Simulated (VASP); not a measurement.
# TiO2 (P4_2/mnm) in VASP: a series of runs, part 2 of 2

VASP 6.6.1.

## (4) Vibrations by perturbation theory, LDA

Input file INCAR:

```
SYSTEM = TiO2
PREC = Accurate ; ENCUT = 520
EDIFF = 1E-8 ; ISMEAR = 0
SIGMA = 0.01 ; LREAL = .False.
LASPH = .True. ; NELM = 80
ALGO = Normal ; ISIF = 2
LWAVE = .False. ; LCHARG = .False.
GGA = CA ; NBANDS = 33
IBRION = 8 ; NSW = 1
```

Input file KPOINTS:

```
Automatic mesh
0
Gamma
  4 4 6
  0 0 0
```

Input file POSCAR:

```
TiO2
1.0
    4.5481714256      0.0000000000      0.0000000000
    0.0000000000      4.5481714256      0.0000000000
    0.0000000000      0.0000000000      2.9171194111
Ti O
2 4
Direct
    0.0000000000      0.0000000000      0.0000000000
    0.5000000000      0.5000000000      0.5000000000
    0.3039656942      0.3039656942      0.0000000000
    0.1960343058      0.8039656942      0.5000000000
    0.6960343058      0.6960343058      0.0000000000
    0.8039656942      0.1960343058      0.5000000000
```

Potentials or basis: VASP PAW LDA potentials, release 64 (Ti_sv, O).

On the command line:

```
cat potpaw_LDA.64/Ti_sv/POTCAR potpaw_LDA.64/O/POTCAR > POTCAR
mpirun -np 1 vasp_std > vasp.out
```

OUTCAR:

```text
SYSTEM = TiO2
   PREC = Accurate
   ENCUT = 520
   EDIFF = 1E-8
   ISMEAR = 0
   LREAL = .False.
   LASPH = .True.
   NELM = 80
   ISIF = 2
   GGA = CA
   IBRION = 8
   NSW = 1

 ion  position               nearest neighbor table
   1  0.000  0.000  0.000-   4 1.93   6 1.93   4 1.93   6 1.93   5 1.96   3 1.96
   2  0.500  0.500  0.500-   3 1.93   5 1.93   3 1.93   5 1.93   4 1.96   6 1.96
   3  0.304  0.304  0.000-   2 1.93   2 1.93   1 1.96
   4  0.196  0.804  0.500-   1 1.93   1 1.93   2 1.96
   5  0.696  0.696  0.000-   2 1.93   2 1.93   1 1.96
   6  0.804  0.196  0.500-   1 1.93   1 1.93   2 1.96

  LATTYP: Found a simple tetragonal cell.
 ALAT       =     4.5481714256
 C/A-ratio  =     0.6413829071

  Lattice vectors:
[... 1135 lines left out ...]
  1Z     0.000000    0.000000   -2.124758    0.000000    0.000000    0.482562    0.000000    0.000000   -0.263881    0.000000    0.000000    1.084979    0.000000    0.000000   -0.263881    0.000000    0.000000    1.084979
  2X    15.087400   -0.008033    0.000000  -17.656962   -4.744499    0.000000    2.082016    1.941691    0.000000   -0.797235    0.434574    0.000000    2.082016    1.941691    0.000000   -0.797235    0.434574    0.000000
  2Y    -0.008033   15.087400    0.000000   -4.744499  -17.656962    0.000000    1.941691    2.082016    0.000000    0.434574   -0.797235    0.000000    1.941691    2.082016    0.000000    0.434574   -0.797235    0.000000
  2Z     0.000000    0.000000    0.482562    0.000000    0.000000   -2.124758    0.000000    0.000000    1.084979    0.000000    0.000000   -0.263881    0.000000    0.000000    1.084979    0.000000    0.000000   -0.263881
  3X    -0.796706   -0.407515    0.000000    2.097760    1.934804    0.000000  -12.372794   -7.117888    0.000000   -0.779764    0.989838    0.000000    6.009878    5.604543    0.000000    5.841626   -1.003783    0.000000
  3Y    -0.407515   -0.796706    0.000000    1.934804    2.097760    0.000000   -7.117888  -12.372794    0.000000   -1.003783    5.841626    0.000000    5.604543    6.009878    0.000000    0.989838   -0.779764    0.000000
  3Z     0.000000    0.000000   -0.282763    0.000000    0.000000    1.098847    0.000000    0.000000   -8.982668    0.000000    0.000000    2.102352    0.000000    0.000000    3.961879    0.000000    0.000000    2.102352
  4X     2.097760   -1.934804    0.000000   -0.796706    0.407515    0.000000   -0.779764   -0.989838    0.000000  -12.372794    7.117888    0.000000    5.841626    1.003783    0.000000    6.009878   -5.604543    0.000000
  4Y    -1.934804    2.097760    0.000000    0.407515   -0.796706    0.000000    1.003783    5.841626    0.000000    7.117888  -12.372794    0.000000   -0.989838   -0.779764    0.000000   -5.604543    6.009878    0.000000
  4Z     0.000000    0.000000    1.098847    0.000000    0.000000   -0.282763    0.000000    0.000000    2.102352    0.000000    0.000000   -8.982668    0.000000    0.000000    2.102352    0.000000    0.000000    3.961879
  5X    -0.796706   -0.407515    0.000000    2.097760    1.934804    0.000000    6.009878    5.604543    0.000000    5.841626   -1.003783    0.000000  -12.372794   -7.117888    0.000000   -0.779764    0.989838    0.000000
  5Y    -0.407515   -0.796706    0.000000    1.934804    2.097760    0.000000    5.604543    6.009878    0.000000    0.989838   -0.779764    0.000000   -7.117888  -12.372794    0.000000   -1.003783    5.841626    0.000000
  5Z     0.000000    0.000000   -0.282763    0.000000    0.000000    1.098847    0.000000    0.000000    3.961879    0.000000    0.000000    2.102352    0.000000    0.000000   -8.982668    0.000000    0.000000    2.102352
  6X     2.097760   -1.934804    0.000000   -0.796706    0.407515    0.000000    5.841626    1.003783    0.000000    6.009878   -5.604543    0.000000   -0.779764   -0.989838    0.000000  -12.372794    7.117888    0.000000
  6Y    -1.934804    2.097760    0.000000    0.407515   -0.796706    0.000000   -0.989838   -0.779764    0.000000   -5.604543    6.009878    0.000000    1.003783    5.841626    0.000000    7.117888  -12.372794    0.000000
  6Z     0.000000    0.000000    1.098847    0.000000    0.000000   -0.282763    0.000000    0.000000    2.102352    0.000000    0.000000    3.961879    0.000000    0.000000    2.102352    0.000000    0.000000   -8.982668

 Eigenvectors and eigenvalues of the dynamical matrix
 ----------------------------------------------------

   1 f  =   24.631790 THz   154.766102 2PiTHz  821.628077 cm-1   101.868853 meV
             X         Y         Z           dx          dy          dz
      0.000000  0.000000  0.000000     0.000000   -0.000000    0.000000
      2.274086  2.274086  1.458560    -0.000000    0.000000    0.000000
      1.382488  1.382488  0.000000     0.353553    0.353553    0.000000
      0.891598  3.656574  1.458560     0.353553   -0.353553    0.000000
      3.165683  3.165683  0.000000    -0.353553   -0.353553    0.000000
      3.656574  0.891598  1.458560    -0.353553    0.353553   -0.000000
[... 145 lines left out ...]
  18 f/i=    0.028542 THz     0.179335 2PiTHz    0.952062 cm-1     0.118041 meV
             X         Y         Z           dx          dy          dz
      0.000000  0.000000  0.000000    -0.439849    0.328330   -0.000000
      2.274086  2.274086  1.458560    -0.441353    0.330342   -0.000000
      1.382488  1.382488  0.000000    -0.251384    0.187751   -0.000000
      0.891598  3.656574  1.458560    -0.251899    0.188439   -0.000000
      3.165683  3.165683  0.000000    -0.251384    0.187751   -0.000000
      3.656574  0.891598  1.458560    -0.251899    0.188439   -0.000000

--------------------------------------------------------------------------------------------------------

 ELASTIC MODULI CONTR FROM IONIC RELAXATION (kBar)
 Direction    XX          YY          ZZ          XY          YZ          ZX
 --------------------------------------------------------------------------------
 XX        -396.3936    238.3797   -135.7557     -0.0000      0.0000      0.0000
 YY         238.3797   -396.3936   -135.7557      0.0000     -0.0000     -0.0000
 ZZ        -135.7557   -135.7557   -233.2658      0.0000     -0.0000     -0.0000
 XY          -0.0000      0.0000      0.0000    -10.1212      0.0000      0.0000
 YZ           0.0000     -0.0000     -0.0000      0.0000   -382.8235      0.0000
 ZX           0.0000     -0.0000     -0.0000      0.0000     -0.0000   -276.0240
 --------------------------------------------------------------------------------
```

OSZICAR:

```text
N       E                     dE             d eps       ncg     rms          rms(c)
DAV:   1     0.643109583823E+03    0.64311E+03   -0.24119E+04  1584   0.171E+03
[... 146 lines left out ...]
RMM:  14    -0.357322675464E+00    0.15090E-06   -0.65635E-07  5431   0.204E-04    0.138E-05
RMM:  15    -0.357322614885E+00    0.60579E-07   -0.37894E-07  5557   0.124E-04    0.978E-06
RMM:  16    -0.357322606701E+00    0.81840E-08   -0.22939E-07  5564   0.803E-05    0.799E-06
RMM:  17    -0.357322593249E+00    0.13451E-07   -0.13442E-07  5584   0.557E-05    0.535E-06
RMM:  18    -0.357322576276E+00    0.16973E-07   -0.99393E-08  5406   0.422E-05    0.491E-06
RMM:  19    -0.357322561027E+00    0.15249E-07   -0.72709E-08  5226   0.356E-05    0.266E-06
RMM:  20    -0.357322566123E+00   -0.50963E-08   -0.35292E-08  5394   0.302E-05    0.343E-07
 Linear response finished
```

Wall time 9.4 min (1 thread of Intel Xeon Platinum 8375C at 2.90GHz (Ice Lake), shared host); peak memory 0.37 GiB.

Results:

- Highest phonon frequency at Γ, LO-TO splitting left out: 822 cm⁻¹

Phonon frequencies in cm⁻¹ (negative: imaginary):
```tsv
q point	frequencies
(0.000, 0.000, 0.000)	-1 -1 0 111 132 150 150 152 388 388 399 418 469 469 494 494 618 822
```

Caveat: the cell wasn't relaxed at this level first, which shifts response properties.

## (5) Vibrations by perturbation theory, LDA (volume scaled by 1.015)

Input file INCAR:

```
ALGO     = Normal         # electronic algorithm
EDIFF    = 1E-8           # SCF threshold, eV
ENCUT    = 520            # plane-wave cutoff, eV
IBRION   = 8              # ionic algorithm
ISIF     = 2              # what is computed and relaxed
ISMEAR   = 0              # smearing method
LASPH    = T              # aspherical terms in the spheres
LCHARG   = F              # write CHGCAR
LREAL    = F              # projectors in reciprocal space
LWAVE    = F              # write WAVECAR
NELM     = 60             # most SCF steps
NSW      = 1              # ionic steps
PREC     = Accurate       # precision mode
SIGMA    = 0.01           # smearing width, eV
```

Input file KPOINTS:

```
k-points
0
Gamma
  4 4 6
```

Input file POSCAR:

```
TiO2
1.0
    4.5707995166      0.0000000000      0.0000000000
    0.0000000000      4.5707995166      0.0000000000
    0.0000000000      0.0000000000      2.9316326819
Ti O
2 4
Direct
    0.0000000000      0.0000000000      0.0000000000
    0.5000000000      0.5000000000      0.5000000000
    0.3045161030      0.3045161030      0.0000000000
    0.1954838970      0.8045161030      0.5000000000
    0.6954838970      0.6954838970      0.0000000000
    0.8045161030      0.1954838970      0.5000000000
```

Potentials or basis: VASP PAW LDA potentials, release 64 (Ti_sv, O).

On the command line:

```
cat potpaw_LDA.64/Ti_sv/POTCAR potpaw_LDA.64/O/POTCAR > POTCAR
mpirun -np 1 vasp_std > vasp.out
```

OUTCAR:

```text
EDIFF = 1E-8
   ENCUT = 520
   IBRION = 8
   ISIF = 2
   ISMEAR = 0
   LASPH = T
   LREAL = F
   NELM = 60
   NSW = 1
   PREC = Accurate

 ion  position               nearest neighbor table
   1  0.000  0.000  0.000-   4 1.94   6 1.94   4 1.94   6 1.94   5 1.97   3 1.97
   2  0.500  0.500  0.500-   3 1.94   5 1.94   3 1.94   5 1.94   4 1.97   6 1.97
   3  0.305  0.305  0.000-   2 1.94   2 1.94   1 1.97
   4  0.195  0.805  0.500-   1 1.94   1 1.94   2 1.97
   5  0.695  0.695  0.000-   2 1.94   2 1.94   1 1.97
   6  0.805  0.195  0.500-   1 1.94   1 1.94   2 1.97

  LATTYP: Found a simple tetragonal cell.
 ALAT       =     4.5707995166
 C/A-ratio  =     0.6413829071

  Lattice vectors:

 A1 = (   4.5707995166,   0.0000000000,   0.0000000000)
 A2 = (   0.0000000000,   4.5707995166,   0.0000000000)
 A3 = (   0.0000000000,   0.0000000000,   2.9316326819)

Analysis of symmetry for initial positions (statically):
=====================================================================
 Subroutine PRICEL returns:
 Original cell was already a primitive cell.

 Routine SETGRP: Setting up the symmetry group for a
 simple tetragonal supercell.

 Subroutine GETGRP returns: Found 16 space group operations
 (whereof  8 operations were pure point group operations)
 out of a pool of 16 trial point group operations.

The static configuration has the point symmetry D_2h.
 The point group associated with its full space group is D_4h.

Analysis of symmetry for dynamics (positions and initial velocities):
=====================================================================
 Subroutine PRICEL returns:
 Original cell was already a primitive cell.

 Routine SETGRP: Setting up the symmetry group for a
 simple tetragonal supercell.

 Subroutine GETGRP returns: Found 16 space group operations
 (whereof  8 operations were pure point group operations)
 out of a pool of 16 trial point group operations.

The dynamic configuration has the point symmetry D_2h.
[... 949 lines left out ...]
------------------------ aborting loop because EDIFF is reached ----------------------------------------

[... ionic steps 11 to 11 ...]

--------------------------------------- Ionic step       12  -------------------------------------------

 Free energy of the ion-electron system (eV)
  ---------------------------------------------------
  ---------------------------------------------------
  free energy    TOTEN  =        -0.35733390 eV

  energy without entropy =       -0.35733390

------------------------ aborting loop because EDIFF is reached ----------------------------------------

 INTERNAL STRAIN TENSOR  FOR ION    3  DIRECTION 3   (eV/Angst):
 -----------------------------------------------------------------------------
    -0.00527  0.01865  5.22103
     0.01865 -0.00527  5.22103
     6.23900  6.23900  0.01139

 INTERNAL STRAIN TENSOR FOR ION    6 for displacements in x,y,z  (eV/Angst):
          X           Y           Z          XY          YZ          ZX
  --------------------------------------------------------------------------------
  x     4.41184     2.01385     4.53944     1.01993     0.00000     0.00000
  y    -2.01385    -4.41184    -4.53944    -1.00161     0.00000     0.00000
  z     0.00000     0.00000     0.00000     0.00000    -6.23900     5.22103

 SECOND DERIVATIVES (NOT SYMMETRIZED)
 ------------------------------------
               1X          1Y          1Z          2X          2Y          2Z          3X          3Y          3Z          4X          4Y          4Z          5X          5Y          5Z          6X          6Y          6Z
  1X   -16.845049    4.986204    0.000000   14.764540   -0.027769    0.000000   -1.028822   -0.753313    0.000000    2.069077   -1.725904    0.000000   -1.028822   -0.753313    0.000000    2.069077   -1.725904    0.000000
  1Y     4.986204  -16.845049    0.000000   -0.027769   14.764540    0.000000   -0.753313   -1.028822    0.000000   -1.725904    2.069077    0.000000   -0.753313   -1.028822    0.000000   -1.725904    2.069077    0.000000
  1Z     0.000000    0.000000   -1.358684    0.000000    0.000000    0.456549    0.000000    0.000000   -0.180827    0.000000    0.000000    0.631894    0.000000    0.000000   -0.180827    0.000000    0.000000    0.631894
  2X    14.764540    0.027769    0.000000  -16.845049   -4.986204    0.000000    2.069077    1.725904    0.000000   -1.028822    0.753313    0.000000    2.069077    1.725904    0.000000   -1.028822    0.753313    0.000000
  2Y     0.027769   14.764540    0.000000   -4.986204  -16.845049    0.000000    1.725904    2.069077    0.000000    0.753313   -1.028822    0.000000    1.725904    2.069077    0.000000    0.753313   -1.028822    0.000000
  2Z     0.000000    0.000000    0.456549    0.000000    0.000000   -1.358684    0.000000    0.000000    0.631894    0.000000    0.000000   -0.180827    0.000000    0.000000    0.631894    0.000000    0.000000   -0.180827
  3X    -1.024982   -0.745802    0.000000    2.057231    1.762773    0.000000  -11.824331   -6.497038    0.000000   -0.743198    0.951404    0.000000    5.881779    5.494122    0.000000    5.653501   -0.965459    0.000000
  3Y    -0.745802   -1.024982    0.000000    1.762773    2.057231    0.000000   -6.497038  -11.824331    0.000000   -0.965459    5.653501    0.000000    5.494122    5.881779    0.000000    0.951404   -0.743198    0.000000
  3Z     0.000000    0.000000   -0.194673    0.000000    0.000000    0.642463    0.000000    0.000000   -8.427747    0.000000    0.000000    2.052069    0.000000    0.000000    3.875820    0.000000    0.000000    2.052069
  4X     2.057231   -1.762773    0.000000   -1.024982    0.745802    0.000000   -0.743198   -0.951404    0.000000  -11.824331    6.497038    0.000000    5.653501    0.965459    0.000000    5.881779   -5.494122    0.000000
  4Y    -1.762773    2.057231    0.000000    0.745802   -1.024982    0.000000    0.965459    5.653501    0.000000    6.497038  -11.824331    0.000000   -0.951404   -0.743198    0.000000   -5.494122    5.881779    0.000000
  4Z     0.000000    0.000000    0.642463    0.000000    0.000000   -0.194673    0.000000    0.000000    2.052069    0.000000    0.000000   -8.427747    0.000000    0.000000    2.052069    0.000000    0.000000    3.875820
  5X    -1.024982   -0.745802    0.000000    2.057231    1.762773    0.000000    5.881779    5.494122    0.000000    5.653501   -0.965459    0.000000  -11.824331   -6.497038    0.000000   -0.743198    0.951404    0.000000
  5Y    -0.745802   -1.024982    0.000000    1.762773    2.057231    0.000000    5.494122    5.881779    0.000000    0.951404   -0.743198    0.000000   -6.497038  -11.824331    0.000000   -0.965459    5.653501    0.000000
  5Z     0.000000    0.000000   -0.194673    0.000000    0.000000    0.642463    0.000000    0.000000    3.875820    0.000000    0.000000    2.052069    0.000000    0.000000   -8.427747    0.000000    0.000000    2.052069
  6X     2.057231   -1.762773    0.000000   -1.024982    0.745802    0.000000    5.653501    0.965459    0.000000    5.881779   -5.494122    0.000000   -0.743198   -0.951404    0.000000  -11.824331    6.497038    0.000000
  6Y    -1.762773    2.057231    0.000000    0.745802   -1.024982    0.000000   -0.951404   -0.743198    0.000000   -5.494122    5.881779    0.000000    0.965459    5.653501    0.000000    6.497038  -11.824331    0.000000
  6Z     0.000000    0.000000    0.642463    0.000000    0.000000   -0.194673    0.000000    0.000000    2.052069    0.000000    0.000000    3.875820    0.000000    0.000000    2.052069    0.000000    0.000000   -8.427747

 Eigenvectors and eigenvalues of the dynamical matrix
 ----------------------------------------------------

   1 f  =   24.095970 THz   151.399447 2PiTHz  803.755054 cm-1    99.652881 meV
             X         Y         Z           dx          dy          dz
      0.000000  0.000000  0.000000    -0.000000   -0.000000   -0.000000
      2.285400  2.285400  1.465816     0.000000    0.000000   -0.000000
      1.391882  1.391882  0.000000    -0.353553   -0.353553   -0.000000
      0.893518  3.677282  1.465816    -0.353553    0.353553    0.000000
      3.178917  3.178917  0.000000     0.353553    0.353553   -0.000000
      3.677282  0.893518  1.465816     0.353553   -0.353553   -0.000000
[... 145 lines left out ...]
  18 f/i=    0.015546 THz     0.097680 2PiTHz    0.518566 cm-1     0.064294 meV
             X         Y         Z           dx          dy          dz
      0.000000  0.000000  0.000000    -0.264000    0.478264    0.000000
      2.285400  2.285400  1.465816    -0.263055    0.477744    0.000000
      1.391882  1.391882  0.000000    -0.153778    0.278532    0.000000
      0.893518  3.677282  1.465816    -0.153143    0.278182    0.000000
      3.178917  3.178917  0.000000    -0.153778    0.278532    0.000000
      3.677282  0.893518  1.465816    -0.153143    0.278182    0.000000

--------------------------------------------------------------------------------------------------------

 ELASTIC MODULI CONTR FROM IONIC RELAXATION (kBar)
 Direction    XX          YY          ZZ          XY          YZ          ZX
 --------------------------------------------------------------------------------
 XX        -344.5946    142.5567   -142.7302     -0.0000     -0.0000     -0.0000
 YY         142.5567   -344.5946   -142.7302     -0.0000      0.0000      0.0000
 ZZ        -142.7302   -142.7302   -201.6643     -0.0000     -0.0000      0.0000
 XY          -0.0000     -0.0000     -0.0000     -5.6265     -0.0000     -0.0000
 YZ          -0.0000      0.0000     -0.0000     -0.0000   -331.0359      0.0000
 ZX          -0.0000      0.0000      0.0000     -0.0000      0.0000   -231.8239
 --------------------------------------------------------------------------------
```

Run time: 6.6 min. Hardware: 1 thread of Intel Xeon Platinum 8375C at 2.90GHz (Ice Lake), shared host; peak memory 0.34 GiB.

Results:

```yaml
Highest_phonon_frequency_at_Γ_LO-TO_splitting_left_out: 804 cm⁻¹
```

Phonon frequencies in cm⁻¹ (negative: imaginary):
```tsv
q point	frequencies
(0.000, 0.000, 0.000)	-1 -1 0 97 113 128 128 145 376 376 385 416 457 457 486 486 603 804
```

Caveat: the cell wasn't relaxed at this level first, which shifts response properties.
